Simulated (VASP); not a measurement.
Crystal: CuO.

```
Cu O
1.0
     2.55255    0.00000    0.00000
     0.00000    2.55255    0.00000
     0.00000    0.00000    2.55255
Cu O
1 1
Direct
  0.00000 0.00000 0.00000
  0.50000 0.50000 0.50000
```

| Item | Value |
| --- | --- |
| Program | VASP 6.6.1 |
| Task | relaxation of cell and atoms |
| Functional | PBE |
| Dispersion | D4 |
| Potentials or basis | VASP PAW PBE potentials, release 64 (Cu, O) |
| Cutoff | 600 eV |
| k mesh | 10 × 10 × 10 |
| Occupations | fermi-dirac, width 0.05 eV |
| Spin | no spin polarisation |

At the start: pressure 15.6 GPa; volume 8.32 Å³/atom.

Q: Where does the relaxation end?

A: Over 3 steps the energy falls by 28.2 meV/atom and the volume is 8.94 Å³/atom (+7.5 %); space group Pm-3m (No. 221, to 0.1 Å) before and after.

The path:
| step | energy change (eV) | largest force (eV/Å) | pressure (GPa) | volume (Å³) |
| --- | --- | --- | --- | --- |
| 1 | 0.0000 | 0.0000 | 15.56 | 16.63 |
| 2 | -0.0386 | 0.0000 | -7.00 | 18.65 |
| 3 | -0.0564 | 0.0000 | 0.00 | 17.87 |

Final structure:
```
Cu O
1.0
     2.61465    0.00000    0.00000
     0.00000    2.61465    0.00000
     0.00000    0.00000    2.61465
Cu O
1 1
Cartesian
  0.0000 0.0000 0.0000
  1.3073 1.3073 1.3073
```

Caveat: an odd number of electrons without spin polarisation forces a metal; a magnetic or distorted state may lie lower.
